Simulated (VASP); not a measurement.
Input of a VASP 6.6.1 run:

POSCAR

```
SnO
1.0
    3.0945339425      0.0000000000      0.0000000000
    0.0000000000      3.0945339425      0.0000000000
    0.0000000000      0.0000000000      3.0945339425
Sn O
1 1
Direct
    0.0000000000      0.0000000000      0.0000000000
    0.5000000000      0.5000000000      0.5000000000
```

Contents of INCAR.step1:

```
SYSTEM = SnO
  PREC = Accurate
  ENCUT = 520
  EDIFF = 1E-5
  ISMEAR = -1
  SIGMA = 0.05
  LREAL = .FALSE.
  LASPH = .TRUE.
  NELM = 120
  ALGO = Normal
  ISIF = 2
  LWAVE = .TRUE.
  NBANDS = 17
  GGA = PE
  GGA_COMPAT = .FALSE.
```

Contents of INCAR.step2:

```
SYSTEM = SnO
  PREC = Accurate
  ENCUT = 520
  EDIFF = 1E-6
  ISMEAR = -1
  SIGMA = 0.05
  LREAL = .FALSE.
  LASPH = .TRUE.
  NELM = 120
  ALGO = Normal
  ISIF = 2
  LWAVE = .FALSE.
  LCHARG = .TRUE.
  GGA = PE
  LHFCALC = .TRUE.
  HFSCREEN = 0.2079
  PRECFOCK = Normal
  LELF = .TRUE.
  LVHAR = .TRUE.
  NBANDS = 17
  ISTART = 1
  GGA_COMPAT = .FALSE.
```

File KPOINTS:

```
Automatic mesh
0
G
  5 5 5
  0 0 0
```

Potentials or basis: VASP PAW PBE potentials, release 64 (Sn_d, O).

Command:

```sh
$ cat potpaw_PBE.64/Sn_d/POTCAR potpaw_PBE.64/O/POTCAR > POTCAR
$ cp INCAR.step1 INCAR
$ mpirun -np 1 vasp_std > vasp.out
$ cp INCAR.step2 INCAR
$ mpirun -np 1 vasp_std > vasp.out
```

(1) Estimate the pressure.

(2) Predict the band gap on the k mesh.

Results:

(1) 0.1 GPa.

(2) 1.90 eV, indirect (least direct gap 2.47 eV).

Caveat: the PAW data sets were made with another functional, which shifts forces and pressure a little; spin-orbit coupling is left out, which moves the levels of the heavy elements.
